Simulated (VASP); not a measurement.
# PbSe (Clausthalite) (Fm-3m) in VASP: single point with PBEsol

Aim: the single point of PbSe (Clausthalite) with PBEsol.

All numbers are computed with VASP 6.6.1; they aren't measurements. Logs are shortened: lines on timing, memory, paths and dates and some standing lists are left out, and cuts for length are marked.

### 1 The cell of the first run

Symmetry: Fm-3m, No. 225, cubic system. Conventional cell: a = 6.121 Å, b = 6.121 Å, c = 6.121 Å, α = 90.00°, β = 90.00°, γ = 90.00°. Within 4.0 Å of Pb (site symmetry m-3m) lie 6 Se at 3.06 Å. Within 4.0 Å of Se (site symmetry m-3m) lie 6 Pb at 3.06 Å.

### 2 Single point, PBEsol

INCAR reads:

```
SYSTEM = PbSe
PREC = Accurate
ENCUT = 500
EDIFF = 1E-6
ISMEAR = 0
SIGMA = 0.01
LREAL = .False.
LASPH = .True.
NELM = 120
ALGO = Normal
ISIF = 2
LWAVE = .False.
LCHARG = .True.
GGA = PS
LELF = .True.
LVHAR = .True.
NBANDS = 17
GGA_COMPAT = .False.
```

KPOINTS reads:

```
regular mesh
0
Gamma
  3 3 3
  0 0 0
```

POSCAR reads:

```
PbSe
1.0
    0.0000000000      3.0606500000      3.0606500000
    3.0606500000      0.0000000000      3.0606500000
    3.0606500000      3.0606500000      0.0000000000
Pb Se
1 1
Direct
    0.0000000000      0.0000000000      0.0000000000
    0.5000000000      0.5000000000      0.5000000000
```

Potentials or basis: VASP PAW PBE potentials, release 64 (Pb_d, Se).

The run is started by

```console
cat potpaw_PBE.64/Pb_d/POTCAR potpaw_PBE.64/Se/POTCAR > POTCAR
mpirun -np 1 vasp_std > vasp.out
```

OUTCAR:

```text
SYSTEM = PbSe
   PREC = Accurate
   ENCUT = 500
   EDIFF = 1E-6
   ISMEAR = 0
   LREAL = .False.
   LASPH = .True.
   NELM = 120
   ISIF = 2
   GGA = PS

 ion  position               nearest neighbor table
   1  0.000  0.000  0.000-   2 3.06   2 3.06   2 3.06   2 3.06   2 3.06   2 3.06
   2  0.500  0.500  0.500-   1 3.06   1 3.06   1 3.06   1 3.06   1 3.06   1 3.06

  LATTYP: Found a face centered cubic cell.
 ALAT       =     6.1213000000

  Lattice vectors:

 A1 = (   0.0000000000,   3.0606500000,   3.0606500000)
 A2 = (   3.0606500000,   0.0000000000,   3.0606500000)
 A3 = (   3.0606500000,   3.0606500000,   0.0000000000)

Analysis of symmetry for initial positions (statically):
=====================================================================
 Subroutine PRICEL returns:
 Original cell was already a primitive cell.

 Routine SETGRP: Setting up the symmetry group for a
 face centered cubic supercell.

 Subroutine GETGRP returns: Found 48 space group operations
 (whereof 48 operations were pure point group operations)
 out of a pool of 48 trial point group operations.

The static configuration has the point symmetry O_h .

Analysis of symmetry for dynamics (positions and initial velocities):
=====================================================================
 Subroutine PRICEL returns:
 Original cell was already a primitive cell.

 Routine SETGRP: Setting up the symmetry group for a
 face centered cubic supercell.

 Subroutine GETGRP returns: Found 48 space group operations
 (whereof 48 operations were pure point group operations)
 out of a pool of 48 trial point group operations.

The dynamic configuration has the point symmetry O_h .

 Subroutine INISYM returns: Found 48 space group operations
 (whereof 48 operations are pure point group operations),
 and found     1 'primitive' translations

----------------------------------------------------------------------------------------

                                     Primitive cell

  volume of cell :      57.3418

  direct lattice vectors                    reciprocal lattice vectors
     0.000000000  3.060650000  3.060650000    -0.163363991  0.163363991  0.163363991
     3.060650000  0.000000000  3.060650000     0.163363991 -0.163363991  0.163363991
     3.060650000  3.060650000  0.000000000     0.163363991  0.163363991 -0.163363991

  length of vectors
     4.328412740  4.328412740  4.328412740     0.282954733  0.282954733  0.282954733

  position of ions in fractional coordinates (direct lattice)
     0.000000000  0.000000000  0.000000000
     0.500000000  0.500000000  0.500000000

  ion indices of the primitive-cell ions
   primitive index   ion index
                 1           1
                 2           2

----------------------------------------------------------------------------------------

 KPOINTS: regular mesh

Automatic generation of k-mesh.
 Grid dimensions read from file:
 generate k-points for:    3    3    3

 Generating k-lattice:

  Cartesian coordinates                     Fractional coordinates (reciprocal lattice)
    -0.054454664  0.054454664  0.054454664     0.333333333  0.000000000  0.000000000
     0.054454664 -0.054454664  0.054454664     0.000000000  0.333333333  0.000000000
     0.054454664  0.054454664 -0.054454664     0.000000000  0.000000000  0.333333333

  Length of vectors
     0.094318244  0.094318244  0.094318244

  Shift w.r.t. Gamma in fractional coordinates (k-lattice)
     0.000000000  0.000000000  0.000000000

 Subroutine IBZKPT returns following result:
 ===========================================

 Found      4 irreducible k-points:

 Following reciprocal coordinates:
            Coordinates               Weight
  0.000000  0.000000  0.000000      1.000000
  0.333333  0.000000  0.000000      8.000000
  0.333333  0.333333  0.000000      6.000000
 -0.333333  0.333333  0.000000     12.000000
   k-points           NKPTS =      4   k-points in BZ     NKDIM =      4   number of bands    NBANDS=     17
   number of dos      NEDOS =    301   number of ions     NIONS =      2
   total plane-waves  NPLWV =  32768
   dimension x,y,z NGX =    32 NGY =   32 NGZ =   32
   dimension x,y,z NGXF=    64 NGYF=   64 NGZF=   64
   ions per type =               1   1
   NGX,Y,Z   is equivalent  to a cutoff of  12.29, 12.29, 12.29 a.u.
   NGXF,Y,Z  is equivalent  to a cutoff of  24.58, 24.58, 24.58 a.u.
 SYSTEM =  PbSe
   PREC   = accura    normal or accurate (medium, high low for compatibility)
   ISTART =      0    job   : 0-new  1-cont  2-samecut
   ICHARG =      2    charge: 1-file 2-atom 10-const
   ISPIN  =      1    spin polarized calculation?
   LNONCOLLINEAR =      F non collinear calculations
   LSORBIT =      F    spin-orbit coupling
   LASPH  =      T    aspherical Exc in radial PAW
   ENCUT  =  500.0 eV  36.75 Ry    6.06 a.u.   7.89  7.89  7.89*2*pi/ulx,y,z
   NELM   =    120;   NELMIN=  2; NELMDL= -5     # of ELM steps
   EDIFF  = 0.1E-05   stopping-criterion for ELM
   LREAL  =      F    real-space projection
   EDIFFG = 0.1E-04   stopping-criterion for IOM
   NSW    =      0    number of steps for IOM
   IBRION =     -1    ionic relax: 0-MD 1-quasi-New 2-CG
   NFREE  =      0    steps in history (QN), initial steepest desc. (CG)
   ISIF   =      2    stress and relaxation
   ISYM   =      2    0-nonsym 1-usesym 2-fastsym
   POTIM  = 0.5000    time-step for ionic-motion
   TEBEG  =    0.0;   TEEND  =   0.0 temperature during run
   PSTRESS=    0.0 pullay stress
   NELECT =      20.0000    total number of electrons
   NUPDOWN=      -1.0000    fix difference up-down
   EMIN   =  10.00;   EMAX   =-10.00  energy-range for DOS
   EFERMI =   0.00;   METHOD = LEGACY
   ISMEAR =     0;   SIGMA  =   0.01  broadening in eV -4-tet -1-fermi 0-gaus
   EFERMI_NEDOS =   21; number of points for ismear=-14 and -15
   IALGO  =     38    algorithm
   IMIX   =      4    mixing-type and parameters
     AMIX     =   0.40;   BMIX     =  1.00
     AMIX_MAG =   1.60;   BMIX_MAG =  1.00
  volume/ion in A,a.u.               =      28.67       193.48
  Fermi-wavevector in a.u.,A,eV,Ry     =   1.152377  2.177676 18.068159  1.327972
  Thomas-Fermi vector in A             =   2.289028
   LORBIT       =      0    0 simple, 1 ext, 2 COOP (PROOUT), +10 PAW based schemes
   GGA     = PS    functional components
   LHFCALC =     F    Hartree Fock is set to
   AEXX    =    0.0000 exact exchange contribution
   IVDW    =     0    specifies the selected vdW correction
   LEPSILON=     F    determine dielectric tensor
   LRPA    =     F    only Hartree local field effects (RPA)
 non-spin polarized calculation
 Gauss-broadening in eV      SIGMA  =   0.01
  energy-cutoff  :      500.00
  volume of cell :       57.34
 maximum number of plane-waves:      1464
   NGX = 15   NGY = 15   NGZ = 15

 number of electron      20.0000000 magnetization

 Free energy of the ion-electron system (eV)
  ---------------------------------------------------
  ext. energy  EPLUGINS =         0.00000000
  ---------------------------------------------------
  free energy    TOTEN  =        -9.03816877 eV

  energy without entropy =       -9.03816877  energy(sigma->0) =       -9.03816877

 E-fermi :   4.3311     XC(G=0):  -9.7316

 val. band max:        4.1959467680   @ k =   0.3333   0.0000   0.0000
 cond. band min:       6.1736219271   @ k =   0.3333   0.0000   0.0000
 fundamental gap:      1.9776751591
 Fermi energy:         4.3310570311

 k-point     1 :       0.0000    0.0000    0.0000
  band No.  band energies     occupation
      1     -11.8607      2.00000
      2     -11.8607      2.00000
      3     -11.8607      2.00000
      4     -11.8601      2.00000
      5     -11.8601      2.00000
      6      -8.7286      2.00000
[... 9 lines left out ...]
     16      11.3467      0.00000
     17      12.9075      0.00000

 k-point     2 :       0.3333    0.0000    0.0000
  band No.  band energies     occupation
      1     -11.8788      2.00000
      2     -11.8788      2.00000
      3     -11.8584      2.00000
      4     -11.8354      2.00000
      5     -11.8354      2.00000
      6      -8.0059      2.00000
[... 9 lines left out ...]
     16      13.3893      0.00000
     17      16.6051      0.00000

 k-point     3 :       0.3333    0.3333    0.0000
  band No.  band energies     occupation
      1     -11.9475      2.00000
      2     -11.8747      2.00000
      3     -11.8454      2.00000
      4     -11.8269      2.00000
      5     -11.8269      2.00000
      6      -7.7337      2.00000
[... 9 lines left out ...]
     16      15.1346      0.00000
     17      16.0349      0.00000

 k-point     4 :      -0.3333    0.3333    0.0000
  band No.  band energies     occupation
      1     -11.9376      2.00000
      2     -11.8639      2.00000
      3     -11.8534      2.00000
      4     -11.8355      2.00000
      5     -11.8257      2.00000
      6      -7.3623      2.00000
[... 9 lines left out ...]
     16      14.3140      0.00000
     17      16.3715      0.00000

------------------------ aborting loop because EDIFF is reached ----------------------------------------

  FORCE on cell =-STRESS in cart. coord.  units (eV):
  Direction    XX          YY          ZZ          XY          YZ          ZX
  --------------------------------------------------------------------------------------
  -------------------------------------------------------------------------------------
  Total       -0.5339127     -0.5339127     -0.5339127     -0.0000000     -0.0000000     -0.0000000
  in kB      -14.9179749    -14.9179749    -14.9179749     -0.0000000     -0.0000000     -0.0000000
  external PRESSURE =     -14.9179749 kB  Pullay stress =       0.0000000 kB

 VOLUME and BASIS-vectors are now :
 -----------------------------------------------------------------------------
  energy-cutoff  :      500.00
  volume of cell :       57.34
      direct lattice vectors                 reciprocal lattice vectors
     0.000000000  3.060650000  3.060650000    -0.163363991  0.163363991  0.163363991
     3.060650000  0.000000000  3.060650000     0.163363991 -0.163363991  0.163363991
     3.060650000  3.060650000  0.000000000     0.163363991  0.163363991 -0.163363991

 POSITION                                       TOTAL-FORCE (eV/Angst)
 -----------------------------------------------------------------------------------
      0.00000      0.00000      0.00000        -0.000000     -0.000000     -0.000000
      3.06065      3.06065      3.06065         0.000000      0.000000      0.000000
 -----------------------------------------------------------------------------------
    total drift:                                0.000000     -0.000000     -0.000000

  FREE ENERGIE OF THE ION-ELECTRON SYSTEM (eV)
  ---------------------------------------------------
  free  energy   TOTEN  =        -9.0381687665 eV

  energy  without entropy=       -9.0381687665  energy(sigma->0) =       -9.03816877
```

Run time: 3.5 s. Hardware: 1 thread of Intel Xeon 6975P-C (Granite Rapids), shared host; peak memory 0.17 GiB.

What came out:

* Free energy: -9.0382 eV
* Pressure: -1.5 GPa

Levels at points of the mesh, in eV from the Fermi level:
```tsv
k point	band 8	band 9	band 10	band 11	band 12	band 13
(0.00, 0.00, 0.00)	-1.32	-1.32	-1.32	5.25	5.25	5.25
```

Caveat: the k points lie up to 0.59 Å⁻¹ apart; this odd mesh misses L, where the gap lies, so gap, dielectric constants and Born charges aren't listed; the PAW data sets were made with another functional, which shifts forces and pressure a little; spin-orbit coupling is left out, which moves the levels of the heavy elements.
